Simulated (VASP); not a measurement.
Wanted: the native input for a VASP 6.6.1 run.

```yaml
Task: single point
Functional: PBE
Dispersion: D3(BJ)
Potentials_or_basis: VASP PAW PBE potentials, release 64 (Ga_d, O)
Cutoff: 520 eV
k_mesh: 9 × 9 × 9
Occupations: gaussian, width 0.02 eV
Spin: no spin polarisation
Dipole_correction: no
Further_INCAR_settings: ALGO = Normal; EDIFF = 1e-06; NBANDS = 55
```

The structure of Ga2O3 lies in POSCAR:

```
Ga2O3
1.0
    2.5160661464      1.4526514669      4.5103324764
   -2.5160661464      1.4526514669      4.5103324764
    0.0000000000     -2.9053029338      4.5103324765
Ga O
4 6
Direct
    0.3558979545      0.3558979545      0.3558979545
    0.1441020455      0.1441020455      0.1441020455
    0.6441020455      0.6441020455      0.6441020455
    0.8558979545      0.8558979545      0.8558979545
    0.5531813521      0.9468186479      0.2500000000
    0.2500000000      0.5531813521      0.9468186479
    0.9468186479      0.2500000000      0.5531813521
    0.4468186479      0.0531813521      0.7500000000
    0.7500000000      0.4468186479      0.0531813521
    0.0531813521      0.7500000000      0.4468186479
```

These files were run (other wordings do the same):

INCAR

```
PREC = Accurate ; ENCUT = 520
EDIFF = 1E-6 ; ISMEAR = 0
SIGMA = 0.02 ; LREAL = False
LASPH = True ; NELM = 60
ALGO = Normal ; ISIF = 2
LWAVE = False ; LCHARG = False
GGA = PE ; IVDW = 12
NBANDS = 55
```

KPOINTS

```
Automatic mesh
0
Gamma
  9 9 9
```

Potentials or basis: VASP PAW PBE potentials, release 64 (Ga_d, O).

Run with:

```sh
$ cat potpaw_PBE.64/Ga_d/POTCAR potpaw_PBE.64/O/POTCAR > POTCAR
$ mpirun -np 1 vasp_std > vasp.out
```

Results of the run:

```
Pressure                   : 1.0 GPa
Largest force              : 0.015 eV/Å
Band gap on the k mesh     : 2.58 eV, indirect (least direct gap 2.81 eV)
Dispersion energy per atom : -0.211 eV
```

Run time: 7.4 min on 1 thread of AMD EPYC 7R13 Processor (Zen 3), on a shared host, peak memory 0.45 GiB.
